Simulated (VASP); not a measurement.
Set up this calculation in VASP 6.6.1, as the native input.

| Property | Result |
| --- | --- |
| Task | single point |
| Functional | PBEsol |
| Potentials or basis | VASP PAW PBE potentials, release 64 (Ti_sv, Al) |
| Cutoff | 520 eV |
| k mesh | 14 × 14 × 14 |
| Occupations | gaussian, width 0.15 eV |
| Spin | no spin polarisation |
| Dipole correction | no |
| Further INCAR settings | ALGO = Normal; EDIFF = 1e-06; NBANDS = 14 |

The structure of TiAl lies in POSCAR:

```
TiAl
1.0
    3.0402471496      0.0000000000      0.0000000000
    0.0000000000      3.1560751060      0.0000000000
    0.0000000000      0.0000000000      3.1560751060
Ti Al
1 1
Direct
    0.0000000000      0.0000000000      0.0000000000
    0.5000000000      0.5000000000      0.5000000000
```

This cell differs from its parent crystal: normal strain along x -0.0367, normal strain along y +0.0000.

One way to write it, as run:

INCAR

```
ALGO = Normal ; EDIFF = 1E-6
ENCUT = 520 ; GGA = PS
ISIF = 2 ; ISMEAR = 0
LASPH = T ; LCHARG = F
LREAL = F ; LWAVE = F
NBANDS = 14 ; NELM = 60
PREC = Accurate ; SIGMA = 0.15
```

KPOINTS

```
k-points
0
Gamma
  14 14 14
```

Potentials or basis: VASP PAW PBE potentials, release 64 (Ti_sv, Al).

Run with:

```sh
$ cat potpaw_PBE.64/Ti_sv/POTCAR potpaw_PBE.64/Al/POTCAR > POTCAR
$ mpirun -np 1 vasp_std > vasp.out
```

It gave:

```
Pressure               : 4.8 GPa
Band gap on the k mesh : zero (an odd number of electrons rules out a gap without spin polarisation)
```

Caveat: the cell differs from its parent crystal (normal strain along x -0.0367, normal strain along y +0.0000); the cell stands under pressure; the PAW data sets were made with another functional, which shifts forces and pressure a little.

Run time: 80 s on 1 thread of Intel Xeon 8259CL, on a shared host, peak memory 0.24 GiB.
